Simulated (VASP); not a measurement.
Write the native input for VASP 6.6.1 that does the following.

| Item | Value |
| --- | --- |
| Task | single point |
| Functional | PBE |
| Potentials or basis | VASP PAW PBE potentials, release 64 (Cd) |
| Cutoff | 520 eV |
| k mesh | 12 × 12 × 12 |
| Occupations | fermi-dirac, width 0.1 eV |
| Spin | no spin polarisation |
| Dipole correction | no |
| Further INCAR settings | ALGO = Normal; EDIFF = 1e-07; NBANDS = 19 |

The structure of Cd lies in POSCAR:

```
Cd
1.0
    0.0000000000      2.7463518583      2.7463518583
    2.7463518583      0.0000000000      2.7463518583
    2.7463518583      2.7463518583      0.0000000000
Cd
2
Direct
   -0.1250000000     -0.1250000000     -0.1250000000
    0.1250000000      0.1250000000      0.1250000000
```

This isn't the form of Cd at room conditions, which is hcp.

The input as run:

INCAR

```
SYSTEM = Cd
ALGO     = Normal         ! electronic algorithm
EDIFF    = 1E-7           ! SCF threshold, eV
ENCUT    = 520            ! plane-wave cutoff, eV
GGA      = PE             ! functional
ISIF     = 2              ! what is computed and relaxed
ISMEAR   = -1             ! smearing method
LASPH    = .TRUE.         ! aspherical terms in the spheres
LCHARG   = .FALSE.        ! write CHGCAR
LREAL    = .FALSE.        ! projectors in reciprocal space
LWAVE    = .FALSE.        ! write WAVECAR
NBANDS   = 19             ! bands
NELM     = 100            ! most SCF steps
PREC     = Accurate       ! precision mode
SIGMA    = 0.1            ! smearing width, eV
```

KPOINTS

```
k-points
0
G
  12 12 12
  0 0 0
```

Potentials or basis: VASP PAW PBE potentials, release 64 (Cd).

The run is started by

```console
$ cat potpaw_PBE.64/Cd/POTCAR > POTCAR
$ mpirun -np 1 vasp_std > vasp.out
```

Results of the run:

```json
{
  "Pressure": "50.1 GPa",
  "Band gap on the k mesh": "zero (bands 12 and 13 overlap by 8.92 eV)"
}
```

Caveat: the cell stands under pressure.

Wall time 70 s on 1 thread of Intel Xeon 8259CL (shared host), peak memory 0.19 GiB.
